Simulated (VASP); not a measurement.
# HfN (P6_3/mmc) in VASP: settings compared, part 2 of 2

VASP 6.6.1.

### 4 Single point, BLYP+D3(BJ)

This run uses another cell than the first one, of 11.57 Å³/atom, 1.034 times its volume.

INCAR reads:

```
SYSTEM = HfN
AGGAC = 1.0 ; AGGAX = 1.0
ALDAC = 0.0 ; ALDAX = 1.0
ALGO = Normal ; EDIFF = 1E-7
ENCUT = 520 ; GGA = B5
ISIF = 2 ; ISMEAR = -1
IVDW = 12 ; LASPH = .TRUE.
LCHARG = .TRUE. ; LELF = .TRUE.
LREAL = .FALSE. ; LVHAR = .TRUE.
LWAVE = .FALSE. ; NBANDS = 23
NELM = 60 ; PREC = Accurate
SIGMA = 0.1 ; VDW_A1 = 0.4298
VDW_A2 = 4.2359 ; VDW_S6 = 1.0
VDW_S8 = 2.6996
```

KPOINTS reads:

```
k-points
0
G
  9 9 5
  0 0 0
```

POSCAR reads:

```
HfN
1.0
    3.1334380775      0.0000000000      0.0000000000
   -1.5667190387      2.7136369763      0.0000000000
    0.0000000000      0.0000000000      5.4447572102
Hf N
2 2
Direct
    0.6666666667      0.3333333333      0.7500000000
    0.3333333333      0.6666666667      0.2500000000
    0.0000000000      0.0000000000      0.0000000000
    0.0000000000      0.0000000000      0.5000000000
```

Potentials or basis: VASP PAW PBE potentials, release 64 (Hf_pv, N).

Run with:

```console
cat potpaw_PBE.64/Hf_pv/POTCAR potpaw_PBE.64/N/POTCAR > POTCAR
mpirun -np 1 vasp_std > vasp.out
```

OUTCAR:

```text
SYSTEM = HfN
   EDIFF = 1E-7
   ENCUT = 520
   GGA = B5
   ISIF = 2
   ISMEAR = -1
   IVDW = 12
   LASPH = .TRUE.
   LREAL = .FALSE.
   NELM = 60
   PREC = Accurate
 IVDW          = 12

 ion  position               nearest neighbor table
   1  0.667  0.333  0.750-   3 2.26   4 2.26   3 2.26   4 2.26   3 2.26   4 2.26   2 3.27   2 3.27
                             2 3.27   2 3.27   2 3.27   2 3.27
   2  0.333  0.667  0.250-   3 2.26   4 2.26   3 2.26   4 2.26   3 2.26   4 2.26   1 3.27   1 3.27
                             1 3.27   1 3.27   1 3.27   1 3.27
   3  0.000  0.000  0.000-   1 2.26   2 2.26   2 2.26   1 2.26   1 2.26   2 2.26
   4  0.000  0.000  0.500-   1 2.26   2 2.26   2 2.26   1 2.26   1 2.26   2 2.26

  LATTYP: Found a hexagonal cell.
 ALAT       =     3.1334380775
 C/A-ratio  =     1.7376303841

  Lattice vectors:

 A1 = (   3.1334380775,   0.0000000000,   0.0000000000)
 A2 = (  -1.5667190387,   2.7136369763,   0.0000000000)
 A3 = (   0.0000000000,   0.0000000000,   5.4447572102)

Analysis of symmetry for initial positions (statically):
=====================================================================
 Subroutine PRICEL returns:
 Original cell was already a primitive cell.

 Routine SETGRP: Setting up the symmetry group for a
 hexagonal supercell.

 Subroutine GETGRP returns: Found 24 space group operations
 (whereof 12 operations were pure point group operations)
 out of a pool of 24 trial point group operations.

The static configuration has the point symmetry D_3d.
 The point group associated with its full space group is D_6h.

Analysis of symmetry for dynamics (positions and initial velocities):
=====================================================================
 Subroutine PRICEL returns:
 Original cell was already a primitive cell.

 Routine SETGRP: Setting up the symmetry group for a
 hexagonal supercell.

 Subroutine GETGRP returns: Found 24 space group operations
 (whereof 12 operations were pure point group operations)
[... 126 lines left out ...]
     AMIX     =   0.40;   BMIX     =  1.00
     AMIX_MAG =   1.60;   BMIX_MAG =  1.00
  volume/ion in A,a.u.               =      11.57        78.11
  Fermi-wavevector in a.u.,A,eV,Ry     =   1.416657  2.677094 27.305774  2.006918
  Thomas-Fermi vector in A             =   2.537969
   LORBIT       =      0    0 simple, 1 ext, 2 COOP (PROOUT), +10 PAW based schemes
   GGA     = B5    functional components
   LHFCALC =     F    Hartree Fock is set to
   AEXX    =    0.0000 exact exchange contribution
   IVDW    =    12    specifies the selected vdW correction
   LEPSILON=     F    determine dielectric tensor
   LRPA    =     F    only Hartree local field effects (RPA)
 non-spin polarized calculation
  energy-cutoff  :      520.00
  volume of cell :       46.30
 maximum number of plane-waves:      1275
 NGX is ok and might be reduce to    24
   NGX = 11   NGY = 11   NGZ = 21

 number of electron      30.0000001 magnetization

 Free energy of the ion-electron system (eV)
  ---------------------------------------------------
  ext. energy  EPLUGINS =         0.00000000
  ---------------------------------------------------
  free energy    TOTEN  =       -39.87431160 eV

  energy without entropy =      -39.83910692  energy(sigma->0) =      -39.85670926

 E-fermi :   8.4523     XC(G=0): -12.0509

 val. band max:        8.2734014241   @ k =   0.1111  -0.0000   0.2000
 cond. band min:       8.4881768450   @ k =   0.3333   0.0000   0.4000
 fundamental gap:      0.2147754209
 Fermi energy:         8.4522702569

 k-point     1 :       0.0000    0.0000    0.0000
  band No.  band energies     occupation
      1     -23.3014      2.00000
      2     -22.4730      2.00000
      3     -22.3603      2.00000
      4     -22.3603      2.00000
      5     -22.3032      2.00000
      6     -22.3032      2.00000
[... 613 lines left out ...]
     22      14.3954      0.00000
     23      15.8915      0.00000

 [... further k-points ...]

------------------------ aborting loop because EDIFF is reached ----------------------------------------

 Edisp (eV)   -3.60436

 E8    (eV) :    -2.7341

  FORCE on cell =-STRESS in cart. coord.  units (eV):
  Direction    XX          YY          ZZ          XY          YZ          ZX
  --------------------------------------------------------------------------------------
  -------------------------------------------------------------------------------------
  Total      -0.39710    -0.39710    -0.38807    -0.00000     0.00000     0.00000
  in kB     -13.74239   -13.74239   -13.42969    -0.00000     0.00000     0.00000
  external pressure =      -13.64 kB  Pullay stress =        0.00 kB

 VOLUME and BASIS-vectors are now :
 -----------------------------------------------------------------------------
  energy-cutoff  :      520.00
  volume of cell :       46.30
      direct lattice vectors                 reciprocal lattice vectors
     3.133438078  0.000000000  0.000000000     0.319138268  0.184254565  0.000000000
    -1.566719039  2.713636976  0.000000000     0.000000000  0.368509130  0.000000000
     0.000000000  0.000000000  5.444757210     0.000000000  0.000000000  0.183662919

 POSITION                                       TOTAL-FORCE (eV/Angst)
 -----------------------------------------------------------------------------------
      1.56672      0.90455      4.08357        -0.000000      0.000000      0.000000
     -0.00000      1.80909      1.36119         0.000000     -0.000000      0.000000
      0.00000      0.00000      0.00000        -0.000000      0.000000      0.000000
      0.00000      0.00000      2.72238        -0.000000      0.000000      0.000000
 -----------------------------------------------------------------------------------
    total drift:                               -0.000000      0.000000     -0.000000

  FREE ENERGIE OF THE ION-ELECTRON SYSTEM (eV)
  ---------------------------------------------------
  free  energy   TOTEN  =       -43.4786730832 eV

  energy  without entropy=      -43.4434683997  energy(sigma->0) =      -43.46107074
```

OSZICAR:

```text
N       E                     dE             d eps       ncg     rms          rms(c)
DAV:   1     0.116347356074E+03    0.11635E+03   -0.16484E+04  1656   0.130E+03
DAV:   2    -0.411732678258E+02   -0.15752E+03   -0.14961E+03  2150   0.315E+02
DAV:   3    -0.471894247706E+02   -0.60162E+01   -0.59688E+01  2140   0.495E+01
DAV:   4    -0.472403395391E+02   -0.50915E-01   -0.50880E-01  1963   0.503E+00
DAV:   5    -0.472409512156E+02   -0.61168E-03   -0.61156E-03  2190   0.456E-01    0.696E+01
DAV:   6    -0.400253638505E+02    0.72156E+01   -0.34024E+01  2019   0.301E+01    0.549E+01
DAV:   7    -0.399068183749E+02    0.11855E+00   -0.21712E+00  1889   0.897E+00    0.292E+01
DAV:   8    -0.398888508754E+02    0.17967E-01   -0.16389E-01  2064   0.302E+00    0.674E+00
DAV:   9    -0.398757482641E+02    0.13103E-01   -0.76209E-02  1966   0.149E+00    0.340E+00
DAV:  10    -0.398742951941E+02    0.14531E-02   -0.81280E-03  1993   0.564E-01    0.102E-01
DAV:  11    -0.398743091105E+02   -0.13916E-04   -0.40173E-04  2076   0.148E-01    0.527E-02
DAV:  12    -0.398743119322E+02   -0.28217E-05   -0.29574E-05  2066   0.375E-02    0.523E-02
DAV:  13    -0.398743112370E+02    0.69520E-06   -0.49929E-06  2085   0.142E-02    0.859E-03
DAV:  14    -0.398743116291E+02   -0.39214E-06   -0.43733E-07  2058   0.461E-03    0.912E-03
DAV:  15    -0.398743116033E+02    0.25868E-07   -0.10960E-08  1374   0.770E-04
   1 F= -.43478673E+02 E0= -.43461071E+02  d E =-.352047E-01
```

stdout:

```text
POSCAR found type information on POSCAR HfN
 POSCAR found :  2 types and       4 ions
 scaLAPACK will be used
 -----------------------------------------------------------------------------
|                                                                             |
|                                                                             |
|     You enforced a specific xc type in the INCAR file but a different       |
|     I HOPE YOU KNOW WHAT YOU ARE DOING!                                     |
|                                                                             |
 -----------------------------------------------------------------------------

 LDA part: xc-table for (Slater(with rela. corr.)+VWN5), standard interpolation
 POSCAR, INCAR and KPOINTS ok, starting setup
 FFT: planning ... GRIDC
 FFT: planning ... GRID_SOFT
 FFT: planning ... GRID
 WAVECAR not read
 entering main loop
```

It took 41 s on 1 thread of Intel Xeon Platinum 8488C (Sapphire Rapids), shared host; peak memory 0.19 GiB.

Results:

```yaml
Free_energy: -43.4787 eV
Pressure: -1.4 GPa
Band_gap_on_the_k_mesh: zero (band 15 reaches 9.80 eV, above the bottom of band 16 at 8.17 eV)
Dispersion_energy_per_atom: -0.901 eV
```

Levels at points of the mesh, in eV from the Fermi level:
```csv
k point,band 11,band 12,band 13,band 14,band 15,band 16,band 17,band 18,band 19,band 20
"(0.00, 0.00, 0.00)",-4.75,-3.65,-3.65,-1.86,-0.67,0.67,0.67,1.23,1.83,1.83
```

Caveat: the PAW data sets were made with another functional, which shifts forces and pressure a little; spin-orbit coupling is left out, which moves the levels of the heavy elements; pairwise dispersion overbinds metals, which lowers pressure and volume.

### 5 Summary

```tsv
level	cell	gap on the mesh (eV)	pressure (GPa)
PBEsol+D3(BJ)	a = 3.105, b = 3.105, c = 5.363 Å, angles 90.0, 90.0, 120.0°, 4 atoms	none	-2.1
PBEsol	a = 3.126, b = 3.126, c = 5.398 Å, angles 90.0, 90.0, 120.0°, 4 atoms	none	-2.1
BLYP+D3(BJ)	a = 3.133, b = 3.133, c = 5.445 Å, angles 90.0, 90.0, 120.0°, 4 atoms	none	-1.4
```

Alike in all rows: task single point; potentials or basis VASP PAW PBE potentials, release 64 (Hf_pv, N); no spin polarisation; k mesh 9 × 9 × 5; cutoff (eV) 520; smearing fermi-dirac 0.1 eV.

Caveats: the PAW data sets were made with another functional, which shifts forces and pressure a little; spin-orbit coupling is left out, which moves the levels of the heavy elements; pairwise dispersion overbinds metals, which lowers pressure and volume (some runs).

Total energies depend on the potentials used, so only differences within one code and one set of settings carry meaning.
